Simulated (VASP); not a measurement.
# Ti12HO in VASP: a series of runs

Ti12HO is run at these levels: PBE+D3(BJ); tasks: single point.

All numbers are computed with VASP 6.6.1; they aren't measurements. Logs are shortened: lines on timing, memory, paths and dates and some standing lists are left out, and cuts for length are marked.

### 1 The cell of the first run

The cell holds a slab with vacuum, 14 atoms: a = 5.900 Å, b = 5.900 Å, c = 19.685 Å, α = 90.00°, β = 90.00°, γ = 60.00°.

### 2 Single point, PBE+D3(BJ)

Input file INCAR:

```
SYSTEM = Ti12HO
PREC = Accurate
ENCUT = 520
EDIFF = 1E-6
ISMEAR = -1
SIGMA = 0.1
LREAL = .False.
LASPH = .True.
NELM = 80
ALGO = Normal
ISIF = 2
LWAVE = .False.
LCHARG = .True.
GGA = PE
IVDW = 12
LELF = .True.
LVHAR = .True.
NBANDS = 88
```

Input file KPOINTS:

```
regular mesh
0
Gamma
  3 3 1
  0 0 0
```

Input file POSCAR:

```
Ti12HO
1.0
    5.9000000000      0.0000000000      0.0000000000
    2.9500000000      5.1095500000      0.0000000000
    0.0000000000      0.0000000000     19.6846000000
Ti O H
12 1 1
Direct
    0.0000000000      0.0000000000      0.0508011339
    0.5000000000      0.0000000000      0.0508011339
   -0.0000024464      0.5000048928      0.0508011339
    0.4999975536      0.5000048928      0.0508011339
   -0.1663090408      0.3331604544      0.1693709804
    0.3335803695      0.3325341762      0.1689544111
   -0.1671708381      0.8335959135      0.1688985298
    0.3334164356      0.8338111967      0.1690052122
   -0.0000931262     -0.0002544255      0.2871635695
    0.5004029407     -0.0001957120      0.2839529378
   -0.0000059593      0.5006898846      0.2866555582
    0.4993148577      0.5004550303      0.2866352377
    0.8516106977      0.2893209774      0.4044633876
    0.8416603824      0.4581029641      0.3954715869
```

Potentials or basis: VASP PAW PBE potentials, release 64 (Ti_sv, O, H).

Started as:

```console
$ cat potpaw_PBE.64/Ti_sv/POTCAR potpaw_PBE.64/O/POTCAR potpaw_PBE.64/H/POTCAR > POTCAR
$ mpirun -np 1 vasp_std > vasp.out
```

OUTCAR:

```text
SYSTEM = Ti12HO
   PREC = Accurate
   ENCUT = 520
   EDIFF = 1E-6
   ISMEAR = -1
   LREAL = .False.
   LASPH = .True.
   NELM = 80
   ISIF = 2
   GGA = PE
   IVDW = 12
 IVDW          = 12

 ion  position               nearest neighbor table
   1  0.000  0.000  0.051-   7 2.88   8 2.88   5 2.89
   2  0.500  0.000  0.051-   6 2.88   7 2.88   8 2.88
   3  1.000  0.500  0.051-   7 2.88   6 2.88   5 2.89
   4  0.500  0.500  0.051-   6 2.88   8 2.88   5 2.89
   5  0.834  0.333  0.169-  11 2.87  12 2.87   9 2.88   3 2.89   1 2.89   4 2.89
   6  0.334  0.333  0.169-  10 2.83  12 2.88  11 2.88   2 2.88   3 2.88   4 2.88
   7  0.833  0.834  0.169-  10 2.83  11 2.88   2 2.88   1 2.88   3 2.88   9 2.88
   8  0.333  0.834  0.169-  10 2.83  12 2.87   2 2.88   9 2.88   1 2.88   4 2.88
   9  1.000  1.000  0.287-   5 2.88   8 2.88   7 2.88
  10  0.500  1.000  0.284-   7 2.83   8 2.83   6 2.83
  11  1.000  0.501  0.287-   5 2.87   7 2.88   6 2.88
  12  0.499  0.500  0.287-   5 2.87   8 2.87   6 2.88
  13  0.852  0.289  0.404-  14 0.98
  14  0.842  0.458  0.395-  13 0.98

  LATTYP: Found a hexagonal cell.
 ALAT       =     5.9000001019
 C/A-ratio  =     3.3363728237

  Lattice vectors:

 A1 = (  -2.9500000000,  -5.1095500000,   0.0000000000)
 A2 = (   5.9000000000,   0.0000000000,   0.0000000000)
 A3 = (   0.0000000000,   0.0000000000,  19.6846000000)

Analysis of symmetry for initial positions (statically):
=====================================================================
 Subroutine PRICEL returns:
 Original cell was already a primitive cell.

 Routine SETGRP: Setting up the symmetry group for a
 hexagonal supercell.

 Subroutine GETGRP returns: Found  1 space group operations
 (whereof  1 operations were pure point group operations)
 out of a pool of 24 trial point group operations.

The static configuration has the point symmetry C_1 .

Analysis of symmetry for dynamics (positions and initial velocities):
=====================================================================
 Subroutine PRICEL returns:
 Original cell was already a primitive cell.

 Routine SETGRP: Setting up the symmetry group for a
 hexagonal supercell.

 Subroutine GETGRP returns: Found  1 space group operations
 (whereof  1 operations were pure point group operations)
 out of a pool of 24 trial point group operations.

The dynamic configuration has the point symmetry C_1 .
[... 115 lines left out ...]
   NUPDOWN=      -1.0000    fix difference up-down
   EMIN   =  10.00;   EMAX   =-10.00  energy-range for DOS
   EFERMI =   0.00;   METHOD = LEGACY
   ISMEAR =    -1;   SIGMA  =   0.10  broadening in eV -4-tet -1-fermi 0-gaus
   EFERMI_NEDOS =   21; number of points for ismear=-14 and -15
   IALGO  =     38    algorithm
   IMIX   =      4    mixing-type and parameters
     AMIX     =   0.40;   BMIX     =  1.00
     AMIX_MAG =   1.60;   BMIX_MAG =  1.00
  volume/ion in A,a.u.               =      42.39       286.04
  Fermi-wavevector in a.u.,A,eV,Ry     =   1.037401  1.960404 14.642606  1.076201
  Thomas-Fermi vector in A             =   2.171837
   LORBIT       =      0    0 simple, 1 ext, 2 COOP (PROOUT), +10 PAW based schemes
   GGA     = PE    functional components
   LHFCALC =     F    Hartree Fock is set to
   AEXX    =    0.0000 exact exchange contribution
   IVDW    =    12    specifies the selected vdW correction
   LEPSILON=     F    determine dielectric tensor
   LRPA    =     F    only Hartree local field effects (RPA)
 non-spin polarized calculation
  energy-cutoff  :      520.00
  volume of cell :      593.42
 maximum number of plane-waves:     16011
 NGX is ok and might be reduce to    48
   NGX = 21   NGY = 21   NGZ = 73

 number of electron     150.9999989 magnetization

 Free energy of the ion-electron system (eV)
  ---------------------------------------------------
  ext. energy  EPLUGINS =         0.00000000
  ---------------------------------------------------
  free energy    TOTEN  =       -97.38345020 eV

  energy without entropy =      -96.50698902  energy(sigma->0) =      -96.94521961

 E-fermi :   0.0461     XC(G=0):  -5.2993

 val. band max:        0.0440420041   @ k =   0.0000   0.3333   0.0000
 cond. band min:       0.0474437643   @ k =   0.3333   0.0000   0.0000
 fundamental gap:      0.0034017602
 Fermi energy:         0.0461300672

 k-point     1 :       0.0000    0.0000    0.0000
  band No.  band energies     occupation
      1     -56.9737      2.00000
      2     -56.9105      2.00000
      3     -56.8883      2.00000
      4     -56.8779      2.00000
      5     -56.8372      2.00000
      6     -56.8185      2.00000
[... 439 lines left out ...]
     86       0.6027      0.00762
     87       0.7855      0.00123
 [bands above 87 left out]

------------------------ aborting loop because EDIFF is reached ----------------------------------------

 Edisp (eV)   -4.91900

 E8    (eV) :    -2.4070

  FORCE on cell =-STRESS in cart. coord.  units (eV):
  Direction    XX          YY          ZZ          XY          YZ          ZX
  --------------------------------------------------------------------------------------
  -------------------------------------------------------------------------------------
  Total     -13.60317   -13.76219   -13.75208     0.11481    -0.20141    -0.25966
  in kB     -36.72734   -37.15667   -37.12939     0.30997    -0.54380    -0.70107
  external pressure =      -37.00 kB  Pullay stress =        0.00 kB

 VOLUME and BASIS-vectors are now :
 -----------------------------------------------------------------------------
  energy-cutoff  :      520.00
  volume of cell :      593.42
      direct lattice vectors                 reciprocal lattice vectors
     5.900000000  0.000000000  0.000000000     0.169491525 -0.097855976  0.000000000
     2.950000000  5.109550000  0.000000000     0.000000000  0.195711951  0.000000000
     0.000000000  0.000000000 19.684600000     0.000000000  0.000000000  0.050801134

 POSITION                                       TOTAL-FORCE (eV/Angst)
 -----------------------------------------------------------------------------------
      0.00000      0.00000      1.00000        -0.005103      0.001363      0.530097
      2.95000      0.00000      1.00000        -0.001039     -0.009239      0.461482
      7.37500      2.55480      1.00000        -0.001397      0.007337      0.516164
      4.42500      2.55480      1.00000        -0.002117      0.002254      0.525500
      5.90160      1.70230      3.33400         0.018362     -0.031433      0.030334
      2.94910      1.69910      3.32580        -0.017619      0.056854     -0.104681
      7.37280      4.25930      3.32470         0.039802     -0.027599     -0.189593
      4.42690      4.26040      3.32680        -0.029448      0.002884     -0.182432
      8.84870      5.10825      5.65270        -0.038792      0.342588      0.984643
      5.90180      5.10855      5.58950         0.007027     -0.204818     -0.484652
      7.37700      2.55830      5.64270         0.026711     -0.000070     -0.271446
      4.42230      2.55710      5.64230         0.127041     -0.071629      0.372256
      5.87800      1.47830      7.96170        -0.080666     -0.337659     -2.804246
      6.31720      2.34070      7.78470        -0.042761      0.269167      0.616574
 -----------------------------------------------------------------------------------
    total drift:                               -0.000108     -0.000143      0.000687

  FREE ENERGIE OF THE ION-ELECTRON SYSTEM (eV)
  ---------------------------------------------------
  free  energy   TOTEN  =      -102.3024546107 eV

  energy  without entropy=     -101.4259934332  energy(sigma->0) =     -101.86422402
```

OSZICAR:

```text
N       E                     dE             d eps       ncg     rms          rms(c)
DAV:   1     0.199446117146E+04    0.19945E+04   -0.79706E+04   952   0.172E+03
DAV:   2     0.202245274158E+03   -0.17922E+04   -0.17663E+04   880   0.563E+02
DAV:   3    -0.548259484579E+02   -0.25707E+03   -0.25022E+03  1400   0.181E+02
DAV:   4    -0.109680869923E+03   -0.54855E+02   -0.54019E+02  1280   0.683E+01
[... 28 lines left out ...]
DAV:  33    -0.973834295385E+02   -0.22880E-04   -0.18843E-06   744   0.458E-03    0.161E-03
DAV:  34    -0.973834413545E+02   -0.11816E-04   -0.89685E-07   608   0.362E-03    0.843E-04
DAV:  35    -0.973834472681E+02   -0.59135E-05   -0.61421E-07   576   0.187E-03    0.837E-04
DAV:  36    -0.973834493474E+02   -0.20793E-05   -0.41955E-07   576   0.165E-03    0.396E-04
DAV:  37    -0.973834502003E+02   -0.85294E-06   -0.28634E-07   560   0.913E-04
   1 F= -.10230245E+03 E0= -.10186422E+03  d E =-.876461E+00
```

stdout:

```text
POSCAR found type information on POSCAR TiO H
 POSCAR found :  3 types and      14 ions
 scaLAPACK will be used
 LDA part: xc-table for (Slater+PW92), standard interpolation
 POSCAR, INCAR and KPOINTS ok, starting setup
 FFT: planning ... GRIDC
 FFT: planning ... GRID_SOFT
 FFT: planning ... GRID
 WAVECAR not read
 entering main loop
```

Wall time 21 min (1 thread of Intel Xeon Platinum 8259CL at 2.50GHz (Skylake/Cascade Lake), shared host); peak memory 0.78 GiB.

What came out:

- Free energy: -102.3025 eV
- Largest force: 2.826 eV/Å
- Band gap on the k mesh: zero (an odd number of electrons rules out a gap without spin polarisation)
- Dispersion energy per atom: -0.351 eV

Forces in eV/Å, atoms in the order of the input:
```
Ti  -0.005  0.001  0.530
Ti  -0.001 -0.009  0.461
Ti  -0.001  0.007  0.516
Ti  -0.002  0.002  0.525
Ti   0.018 -0.031  0.030
Ti  -0.018  0.057 -0.105
Ti   0.040 -0.028 -0.190
Ti  -0.029  0.003 -0.182
Ti  -0.039  0.343  0.985
Ti   0.007 -0.205 -0.485
Ti   0.027  0.000 -0.271
Ti   0.127 -0.072  0.372
O   -0.081 -0.338 -2.804
H   -0.043  0.269  0.617
```

Caveat: the k points lie up to 0.41 Å⁻¹ apart, too coarse for converged energies and pressures of a metal; an odd number of electrons without spin polarisation forces a metal; a magnetic or distorted state may lie lower.

### 3 Single point, PBE+D3(BJ)

Input file INCAR:

```
SYSTEM = Ti12HO
ALGO     = Normal         ! electronic algorithm
EDIFF    = 1E-7           ! SCF threshold, eV
ENCUT    = 520            ! plane-wave cutoff, eV
GGA      = PE             ! functional
ISIF     = 2              ! what is computed and relaxed
ISMEAR   = -1             ! smearing method
IVDW     = 12             ! dispersion correction
LASPH    = .True.         ! aspherical terms in the spheres
LCHARG   = .True.         ! write CHGCAR
LELF     = .True.         ! ELF
LREAL    = .False.        ! projectors in reciprocal space
LVHAR    = .True.       
LWAVE    = .False.        ! write WAVECAR
NBANDS   = 88             ! bands
NELM     = 100            ! most SCF steps
PREC     = Accurate       ! precision mode
SIGMA    = 0.1            ! smearing width, eV
```

Input file KPOINTS:

```
k-points
0
Gamma
  3 3 1
  0 0 0
```

Input file POSCAR:

```
Ti12HO
1.0
    5.9000000000      0.0000000000      0.0000000000
    2.9500000000      5.1095500000      0.0000000000
    0.0000000000      0.0000000000     19.6846000000
Ti O H
12 1 1
Direct
    0.0000000000      0.0000000000      0.0508011339
    0.5000000000      0.0000000000      0.0508011339
   -0.0000024464      0.5000048928      0.0508011339
    0.4999975536      0.5000048928      0.0508011339
   -0.1650360727      0.3318687556      0.1649614419
    0.3317885261      0.3372704054      0.1645956738
   -0.1619401488      0.8320497891      0.1637472948
    0.3295775971      0.8316583652      0.1642705465
    0.0255394818     -0.0556213365      0.2853398088
    0.5075784428     -0.0093941737      0.2717606657
    0.0298537649      0.5256823008      0.2768865001
    0.4538659473      0.5209460716      0.2823374618
    0.8092625310      0.3916783278      0.2664062262
    0.6691085151     -0.2633695727      0.3381628278
```

Potentials or basis: VASP PAW PBE potentials, release 64 (Ti_sv, O, H).

Started as:

```console
$ cat potpaw_PBE.64/Ti_sv/POTCAR potpaw_PBE.64/O/POTCAR potpaw_PBE.64/H/POTCAR > POTCAR
$ mpirun -np 1 vasp_std > vasp.out
```

Wall time 21 min (1 thread of Intel Xeon Platinum 8259CL at 2.50GHz (Skylake/Cascade Lake), shared host); peak memory 0.78 GiB.

It converged, with:

| Quantity | Value |
| --- | --- |
| Free energy | -104.4455 eV |
| Largest force | 3.781 eV/Å |
| Band gap on the k mesh | zero (an odd number of electrons rules out a gap without spin polarisation) |
| Dispersion energy per atom | -0.367 eV |

Forces in eV/Å, atoms in the order of the input:
```
Ti   0.027  0.033  0.128
Ti  -0.019 -0.037  0.248
Ti  -0.052 -0.013  0.192
Ti   0.076  0.001  0.252
Ti  -0.036 -0.193  0.482
Ti   0.172 -0.182 -0.945
Ti   0.145  0.297 -0.796
Ti  -0.250  0.105 -0.491
Ti   0.150  3.735 -0.567
Ti   0.014  0.644  0.130
Ti  -1.838 -1.001  0.684
Ti   1.894 -1.082  0.043
O   -0.499 -2.372  0.478
H    0.218  0.064  0.163
```

Levels at points of the mesh, in eV from the Fermi level:
| k point | band 71 | band 72 | band 73 | band 74 | band 75 | band 76 | band 77 | band 78 | band 79 | band 80 |
| --- | --- | --- | --- | --- | --- | --- | --- | --- | --- | --- |
| (0.00, 0.00, 0.00) | -0.57 | -0.04 | 0.01 | 0.05 | 0.19 | 0.45 | 0.57 | 0.64 | 0.67 | 0.71 |

Caveat: the k points lie up to 0.41 Å⁻¹ apart, too coarse for converged energies and pressures of a metal; an odd number of electrons without spin polarisation forces a metal; a magnetic or distorted state may lie lower.
